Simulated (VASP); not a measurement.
# In (P6/mmm) in VASP: notebook

Runs on In. Level: PBEsol. Tasks: relaxation of cell and atoms, single point.

Program: VASP 6.6.1. These are calculated values, not measurements. Logs are shortened: lines on timing, memory, paths and dates and some standing lists are left out, and cuts for length are marked.

## 1. The cell of the first run

It takes space group P6/mmm (No. 191, hexagonal). The conventional cell has a = 3.183 Å, b = 3.183 Å, c = 2.992 Å, α = 90.00°, β = 90.00°, γ = 120.00°. In (site symmetry 6/mmm) has 8 In at 2.99 to 3.18 Å within 3.9 Å.

## 2. Relaxation of cell and atoms, PBEsol, target pressure 0.9 GPa, at which the enthalpy is minimised

INCAR

```
  ALGO = Normal
  EDIFF = 1E-7
  EDIFFG = -0.005
  ENCUT = 600
  GGA = PS
  IBRION = 2
  ISIF = 3
  ISMEAR = -1
  LASPH = True
  LCHARG = False
  LREAL = False
  LWAVE = False
  NELM = 80
  NSW = 60
  PREC = Accurate
  PSTRESS = 9.0
  SIGMA = 0.08
```

KPOINTS

```
k-points
0
Gamma
  14 14 13
```

POSCAR

```
In
1.0
    3.1830616273      0.0000000000      0.0000000000
   -1.5915308136      2.7566122310      0.0000000000
    0.0000000000      0.0000000000      2.9920779296
In
1
Direct
    0.0000000000      0.0000000000      0.0000000000
```

Potentials or basis: VASP PAW PBE potentials, release 64 (In_d).

Launch:

```bash
> cat potpaw_PBE.64/In_d/POTCAR > POTCAR
> mpirun -np 1 vasp_std > vasp.out
```

OUTCAR:

```text
EDIFF = 1E-7
   EDIFFG = -0.005
   ENCUT = 600
   GGA = PS
   IBRION = 2
   ISIF = 3
   ISMEAR = -1
   LASPH = True
   LREAL = False
   NELM = 80
   NSW = 60
   PREC = Accurate
   PSTRESS = 9.0

 ion  position               nearest neighbor table
   1  0.000  0.000  0.000-

  LATTYP: Found a hexagonal cell.
 ALAT       =     3.1830616273
 C/A-ratio  =     0.9400000000

  Lattice vectors:

 A1 = (   3.1830616273,   0.0000000000,   0.0000000000)
 A2 = (  -1.5915308136,   2.7566122310,   0.0000000000)
 A3 = (   0.0000000000,   0.0000000000,   2.9920779296)

Analysis of symmetry for initial positions (statically):
=====================================================================
 Subroutine PRICEL returns:
 Original cell was already a primitive cell.

 Routine SETGRP: Setting up the symmetry group for a
 hexagonal supercell.

 Subroutine GETGRP returns: Found 24 space group operations
 (whereof 24 operations were pure point group operations)
 out of a pool of 24 trial point group operations.

The static configuration has the point symmetry D_6h.

Analysis of symmetry for dynamics (positions and initial velocities):
=====================================================================
 Subroutine PRICEL returns:
 Original cell was already a primitive cell.

 Routine SETGRP: Setting up the symmetry group for a
 hexagonal supercell.

 Subroutine GETGRP returns: Found 24 space group operations
 (whereof 24 operations were pure point group operations)
 out of a pool of 24 trial point group operations.

The dynamic configuration has the point symmetry D_6h.

 Subroutine INISYM returns: Found 24 space group operations
 (whereof 24 operations are pure point group operations),
 and found     1 'primitive' translations

----------------------------------------------------------------------------------------

                                     Primitive cell

  volume of cell :      26.2539

  direct lattice vectors                    reciprocal lattice vectors
     3.183061627  0.000000000  0.000000000     0.314162940  0.181382058  0.000000000
    -1.591530814  2.756612231  0.000000000     0.000000000  0.362764116  0.000000000
     0.000000000  0.000000000  2.992077930     0.000000000  0.000000000  0.334215894

  length of vectors
     3.183061627  3.183061627  2.992077930     0.362764116  0.362764116  0.334215894

  position of ions in fractional coordinates (direct lattice)
     0.000000000  0.000000000  0.000000000

  ion indices of the primitive-cell ions
   primitive index   ion index
                 1           1

----------------------------------------------------------------------------------------

 KPOINTS: k-points

Automatic generation of k-mesh.
 Grid dimensions read from file:
 generate k-points for:   14   14   13

 Generating k-lattice:

  Cartesian coordinates                     Fractional coordinates (reciprocal lattice)
     0.022440210  0.012955861  0.000000000     0.071428571  0.000000000  0.000000000
     0.000000000  0.025911723  0.000000000     0.000000000  0.071428571  0.000000000
     0.000000000  0.000000000  0.025708915     0.000000000  0.000000000  0.076923077

  Length of vectors
     0.025911723  0.025911723  0.025708915

  Shift w.r.t. Gamma in fractional coordinates (k-lattice)
     0.000000000  0.000000000  0.000000000

 Subroutine IBZKPT returns following result:
 ===========================================

 Found    168 irreducible k-points:

 Following reciprocal coordinates:
            Coordinates               Weight
  0.000000  0.000000  0.000000      1.000000
  0.071429  0.000000  0.000000      6.000000
  0.142857  0.000000  0.000000      6.000000
  0.214286  0.000000  0.000000      6.000000
  0.285714  0.000000  0.000000      6.000000
  0.357143  0.000000  0.000000      6.000000
[... 16 lines left out ...]
  0.285714  0.285714  0.000000      6.000000
  0.357143  0.285714  0.000000      6.000000
 [... further k-points ...]
   k-points           NKPTS =    168   k-points in BZ     NKDIM =    168   number of bands    NBANDS=     10
   number of dos      NEDOS =    301   number of ions     NIONS =      1
   total plane-waves  NPLWV =  18816
   dimension x,y,z NGX =    28 NGY =   28 NGZ =   24
   dimension x,y,z NGXF=    56 NGYF=   56 NGZF=   48
   ions per type =               1
   NGX,Y,Z   is equivalent  to a cutoff of  14.62, 14.62, 13.33 a.u.
   NGXF,Y,Z  is equivalent  to a cutoff of  29.25, 29.25, 26.67 a.u.
 SYSTEM =  unknown system
   PREC   = accura    normal or accurate (medium, high low for compatibility)
   ISTART =      0    job   : 0-new  1-cont  2-samecut
   ICHARG =      2    charge: 1-file 2-atom 10-const
   ISPIN  =      1    spin polarized calculation?
   LNONCOLLINEAR =      F non collinear calculations
   LSORBIT =      F    spin-orbit coupling
   LASPH  =      T    aspherical Exc in radial PAW
   ENCUT  =  600.0 eV  44.10 Ry    6.64 a.u.   6.36  6.36  5.98*2*pi/ulx,y,z
   NELM   =     80;   NELMIN=  2; NELMDL= -5     # of ELM steps
   EDIFF  = 0.1E-06   stopping-criterion for ELM
   LREAL  =      F    real-space projection
   EDIFFG = -.5E-02   stopping-criterion for IOM
   NSW    =     60    number of steps for IOM
   IBRION =      2    ionic relax: 0-MD 1-quasi-New 2-CG
   NFREE  =      1    steps in history (QN), initial steepest desc. (CG)
   ISIF   =      3    stress and relaxation
   ISYM   =      2    0-nonsym 1-usesym 2-fastsym
   POTIM  = 0.5000    time-step for ionic-motion
   TEBEG  =    0.0;   TEEND  =   0.0 temperature during run
   PSTRESS=    9.0 pullay stress
   NELECT =      13.0000    total number of electrons
   NUPDOWN=      -1.0000    fix difference up-down
   EMIN   =  10.00;   EMAX   =-10.00  energy-range for DOS
   EFERMI =   0.00;   METHOD = LEGACY
   ISMEAR =    -1;   SIGMA  =   0.08  broadening in eV -4-tet -1-fermi 0-gaus
   EFERMI_NEDOS =   21; number of points for ismear=-14 and -15
   IALGO  =     38    algorithm
   IMIX   =      4    mixing-type and parameters
     AMIX     =   0.40;   BMIX     =  1.00
     AMIX_MAG =   1.60;   BMIX_MAG =  1.00
  volume/ion in A,a.u.               =      26.25       177.17
  Fermi-wavevector in a.u.,A,eV,Ry     =   1.295164  2.447505 22.823087  1.677450
  Thomas-Fermi vector in A             =   2.426701
   LORBIT       =      0    0 simple, 1 ext, 2 COOP (PROOUT), +10 PAW based schemes
   GGA     = PS    functional components
   LHFCALC =     F    Hartree Fock is set to
   AEXX    =    0.0000 exact exchange contribution
   IVDW    =     0    specifies the selected vdW correction
   LEPSILON=     F    determine dielectric tensor
   LRPA    =     F    only Hartree local field effects (RPA)
 conjugate gradient relaxation of ions
 non-spin polarized calculation
  energy-cutoff  :      600.00
  volume of cell :       26.25
 maximum number of plane-waves:       894
 NGX is ok and might be reduce to    28
   NGX = 13   NGY = 13   NGZ = 11

--------------------------------------- Ionic step        1  -------------------------------------------

 number of electron      13.0000000 magnetization

 Free energy of the ion-electron system (eV)
  ---------------------------------------------------
  ext. energy  EPLUGINS =         0.00000000
  ---------------------------------------------------
  free energy    TOTEN  =        -2.93943804 eV

  energy without entropy =       -2.92692026  energy(sigma->0) =       -2.93317915

------------------------ aborting loop because EDIFF is reached ----------------------------------------

  FORCE on cell =-STRESS in cart. coord.  units (eV):
  Direction    XX          YY          ZZ          XY          YZ          ZX
  --------------------------------------------------------------------------------------
  -------------------------------------------------------------------------------------
  Total       -0.0079095     -0.0079095      0.0535311     -0.0000000     -0.0000000     -0.0000000
  in kB       -0.4826870     -0.4826870      3.2668015     -0.0000000     -0.0000000     -0.0000000
  external PRESSURE =      -8.2328575 kB  Pullay stress =       9.0000000 kB

 VOLUME and BASIS-vectors are now :
 -----------------------------------------------------------------------------
  energy-cutoff  :      600.00
  volume of cell :       26.25
      direct lattice vectors                 reciprocal lattice vectors
     3.183061627  0.000000000  0.000000000     0.314162940  0.181382058  0.000000000
    -1.591530814  2.756612231  0.000000000     0.000000000  0.362764116  0.000000000
     0.000000000  0.000000000  2.992077930     0.000000000  0.000000000  0.334215894
[... 118 lines left out ...]
  FREE ENERGIE OF THE ION-ELECTRON SYSTEM (eV)
  ---------------------------------------------------
  free  energy   TOTEN  =        -2.9380554259 eV

  energy  without entropy=       -2.9259438914  energy(sigma->0) =       -2.93199966

  enthalpy is  TOTEN    =        -2.7933122520 eV   P V=        0.1447431739

--------------------------------------- Ionic step        5  -------------------------------------------

 number of electron      13.0000006 magnetization

 Free energy of the ion-electron system (eV)
  ---------------------------------------------------
  ext. energy  EPLUGINS =         0.00000000
  ---------------------------------------------------
  free energy    TOTEN  =        -2.93810584 eV

  energy without entropy =       -2.92604824  energy(sigma->0) =       -2.93207704

 E-fermi :   7.3996     XC(G=0): -10.4392

 val. band max:        7.3926458214   @ k =   0.2857   0.1429   0.0000
 cond. band min:       7.4387689777   @ k =   0.2857   0.0714   0.3846
 fundamental gap:      0.0461231562
 Fermi energy:         7.3996494895

 k-point     1 :       0.0000    0.0000    0.0000
  band No.  band energies     occupation
      1      -7.5984      2.00000
      2      -7.1857      2.00000
      3      -7.1857      2.00000
      4      -6.7736      2.00000
      5      -6.7736      2.00000
      6      -2.2579      2.00000
      7      14.7855      0.00000
      8      17.3973      0.00000
      9      17.3973      0.00000
     10      18.3276      0.00000

 k-point     2 :       0.0714    0.0000    0.0000
  band No.  band energies     occupation
      1      -7.5871      2.00000
      2      -7.1921      2.00000
      3      -7.1642      2.00000
      4      -6.7840      2.00000
      5      -6.7760      2.00000
      6      -2.1475      2.00000
      7      14.9176      0.00000
      8      16.1652      0.00000
      9      16.9278      0.00000
     10      18.4045      0.00000
[... 274 lines left out ...]
 k-point    24 :       0.3571    0.2857    0.0000
  band No.  band energies     occupation
      1      -7.3607      2.00000
      2      -7.0891      2.00000
      3      -6.9721      2.00000
      4      -6.9301      2.00000
      5      -6.8986      2.00000
      6       3.8680      2.00000
      7       5.5115      2.00000
      8       6.8486      1.99796
      9      20.4686      0.00000
     10      21.8853      0.00000

 [... further k-points ...]

------------------------ aborting loop because EDIFF is reached ----------------------------------------

  FORCE on cell =-STRESS in cart. coord.  units (eV):
  Direction    XX          YY          ZZ          XY          YZ          ZX
  --------------------------------------------------------------------------------------
  -------------------------------------------------------------------------------------
  Total        0.1458416      0.1458416      0.1480749      0.0000000     -0.0000000     -0.0000000
  in kB        9.0665862      9.0665862      9.2054250      0.0000000     -0.0000000     -0.0000000
  external PRESSURE =       0.1128658 kB  Pullay stress =       9.0000000 kB

 VOLUME and BASIS-vectors are now :
 -----------------------------------------------------------------------------
  energy-cutoff  :      600.00
  volume of cell :       25.77
      direct lattice vectors                 reciprocal lattice vectors
     3.155564094  0.000000000 -0.000000000     0.316900551  0.182962618 -0.000000000
    -1.577782047  2.732798669 -0.000000000    -0.000000000  0.365925237  0.000000000
     0.000000000 -0.000000000  2.988570159     0.000000000  0.000000000  0.334608173

 POSITION                                       TOTAL-FORCE (eV/Angst)
 -----------------------------------------------------------------------------------
      0.00000      0.00000     -0.00000         0.000000     -0.000000      0.000000
 -----------------------------------------------------------------------------------
    total drift:                               -0.000000     -0.000000      0.000000

  FREE ENERGIE OF THE ION-ELECTRON SYSTEM (eV)
  ---------------------------------------------------
  free  energy   TOTEN  =        -2.9381058358 eV

  energy  without entropy=       -2.9260482367  energy(sigma->0) =       -2.93207704

  enthalpy is  TOTEN    =        -2.7933353520 eV   P V=        0.1447704838

 reached required accuracy - stopping structural energy minimisation
```

It took 95 s on 1 thread of Intel Xeon 6975P-C, shared host; peak memory 0.2 GiB.

Results:

```
Free energy                                            : -2.9381 eV
Relaxed volume                                         : 25.77 Å³/atom
Relaxed cell                                           : a = 3.156 Å, b = 3.156 Å, c = 2.989 Å, α = 90.00°, β = 90.00°, γ = 120.00°
Space group after relaxing (to 0.05 Å)                 : P6/mmm (No. 191)
Energy change on relaxing (the enthalpy is what falls) : +1.3 meV/atom
Ionic steps                                            : 5
Pressure after relaxing                                : 0.9 GPa
```

Step by step:
| step | energy change (eV) | largest force (eV/Å) | pressure (GPa) | volume (Å³) |
| --- | --- | --- | --- | --- |
| 1 | 0.0000 | 0.0000 | 0.08 | 26.25 |
| 2 | 0.0015 | 0.0000 | 0.96 | 25.74 |
| 3 | 0.0014 | 0.0000 | 0.93 | 25.76 |
| 4 | 0.0014 | 0.0000 | 0.92 | 25.77 |
| 5 | 0.0013 | 0.0000 | 0.91 | 25.77 |

Final structure:
```xyz
1
Lattice="3.1556 0.0000 0.0000 -1.5778 2.7328 0.0000 0.0000 0.0000 2.9886" Properties=species:S:1:pos:R:3 pbc="T T T"
In    0.0000    0.0000    0.0000
```

Levels at points of the mesh, in eV from the Fermi level:
| k point | band 3 | band 4 | band 5 | band 6 | band 7 | band 8 | band 9 | band 10 |
| --- | --- | --- | --- | --- | --- | --- | --- | --- |
| (0.00, 0.00, 0.00) | -14.59 | -14.17 | -14.17 | -9.66 | 7.39 | 10.00 | 10.00 | 10.93 |
| (0.50, 0.00, 0.00) | -14.38 | -14.22 | -14.13 | -4.47 | -3.48 | 5.53 | 9.18 | 11.84 |

Caveat: the cell is relaxed towards a set pressure, so the enthalpy falls and the energy may rise; the PAW data sets were made with another functional, which shifts forces and pressure a little; spin-orbit coupling is left out, which moves the levels of the heavy elements.

(Continued in part 2 of 2.)
